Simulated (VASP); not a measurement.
Te:

```
Te
1.0
     4.45400    0.00000    0.00000
    -2.22700    3.85728    0.00000
     0.00000    0.00000    5.92400
Te
3
Direct
  0.73100 0.73100 0.00000
  0.00000 0.26900 0.66667
  0.26900 0.00000 0.33333
```

Program: VASP 6.6.1. Alike in all runs: task single point; potentials or basis VASP PAW PBE potentials, release 64 (Te); no spin polarisation; cell as given; cutoff (eV) 520; smearing fermi-dirac 0.05 eV.

Q: Order these runs on this cell by their band gap on the k mesh, lowest first.
A. level r2SCAN0; k mesh 4 × 4 × 3; grid for exact exchange (PRECFOCK) Normal; share of exact exchange 0.25
B. level PBE-based screened hybrid with 25 % exact exchange; k mesh 4 × 4 × 3; grid for exact exchange (PRECFOCK) Normal; share of exact exchange 0.25; screening parameter 0.20787 1/Å
C. level r2SCAN; k mesh 7 × 7 × 5
D. level PBE-based screened hybrid with 35 % exact exchange; k mesh 4 × 4 × 3; grid for exact exchange (PRECFOCK) Normal; share of exact exchange 0.35; screening parameter 0.20787 1/Å
E. level PBE-based screened hybrid with 50 % exact exchange; k mesh 4 × 4 × 3; grid for exact exchange (PRECFOCK) Normal; share of exact exchange 0.5; screening parameter 0.20787 1/Å

A: C (0.75 eV), B (1.26 eV), D (1.48 eV), E (1.85 eV), A (2.04 eV).

Caveats: spin-orbit coupling is left out, which moves the levels of the heavy elements; an odd mesh through Γ misses points on the zone boundary, where band edges can lie; the cell stands under tension (at least some runs).

A k mesh can miss the band edges, odd and even meshes differently.
